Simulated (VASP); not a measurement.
Lu, 1 atom in the cell. It takes space group Fm-3m (No. 225, cubic). The conventional cell has a = 4.312 Å, b = 4.312 Å, c = 4.312 Å, α = 90.00°, β = 90.00°, γ = 90.00°. Lu (site symmetry m-3m) has 12 Lu at 3.05 Å within 4.0 Å. This isn't the form of Lu at room conditions, which is hcp.

| Quantity | Value |
| --- | --- |
| Program | VASP 6.6.1 |
| Task | single point |
| Functional | PBEsol |
| Dispersion | D3(BJ) |
| Potentials or basis | VASP PAW PBE potentials, release 64 (Lu) |
| Cutoff | 600 eV |
| k mesh | 6 × 6 × 6 |
| Occupations | fermi-dirac, width 0.05 eV |
| Spin | no spin polarisation |
| Dipole correction | no |
| Further INCAR settings | ALGO = Normal; EDIFF = 1e-06; NBANDS = 18 |

Potentials or basis: VASP PAW PBE potentials, release 64 (Lu).

Launch:

```console
$ cat potpaw_PBE.64/Lu/POTCAR > POTCAR
$ mpirun -np 1 vasp_std > vasp.out
```

Hardware: 1 thread of Intel(R) Xeon(R) 6975P-C (Granite Rapids) (shared host).

Problem. Estimate the wall time of this run.

Solution. Run time: 4.6 s on 1 thread of Intel(R) Xeon(R) 6975P-C (Granite Rapids) (shared host), peak memory 0.15 GiB. Counts: scf iterations 12, k points 16.
